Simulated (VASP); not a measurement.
A run of VASP 6.6.1 is set up as follows.

Contents of INCAR:

```
SYSTEM = Ga2N
  PREC = Accurate
  ENCUT = 520
  EDIFF = 1E-7
  ISMEAR = 0
  SIGMA = 0.1
  LREAL = .FALSE.
  LASPH = .TRUE.
  NELM = 150
  ALGO = Normal
  ISIF = 2
  LWAVE = .FALSE.
  LCHARG = .TRUE.
  ISPIN = 2
  MAGMOM = 0 0 0 0 1 1
  LORBIT = 11
  GGA = PE
  LELF = .TRUE.
  LVHAR = .TRUE.
  NBANDS = 44
```

File KPOINTS:

```
Automatic mesh
0
G
  4 4 4
  0 0 0
```

The input POSCAR:

```
Ga2N
1.0
    0.0000000000      3.7138300458      3.7138300458
    3.7138300458      0.0000000000      3.7138300458
    3.7138300458      3.7138300458      0.0000000000
Ga N
4 2
Direct
    0.1250000000      0.1250000000      0.1250000000
    0.6250000000      0.1250000000      0.1250000000
    0.1250000000      0.1250000000      0.6250000000
    0.1250000000      0.6250000000      0.1250000000
    0.5000000000      0.5000000000      0.5000000000
    0.7500000000      0.7500000000      0.7500000000
```

Potentials or basis: VASP PAW PBE potentials, release 64 (Ga_d, N).

Launch:

```console
$ cat potpaw_PBE.64/Ga_d/POTCAR potpaw_PBE.64/N/POTCAR > POTCAR
$ mpirun -np 1 vasp_std > vasp.out
```

Q: Estimate the site moments.

A: Ga -0.04; N +1.09 μB.

Q: What does it give for the net moment?

A: 2.71 μB per cell.

Caveat: the k points lie up to 0.37 Å⁻¹ apart.
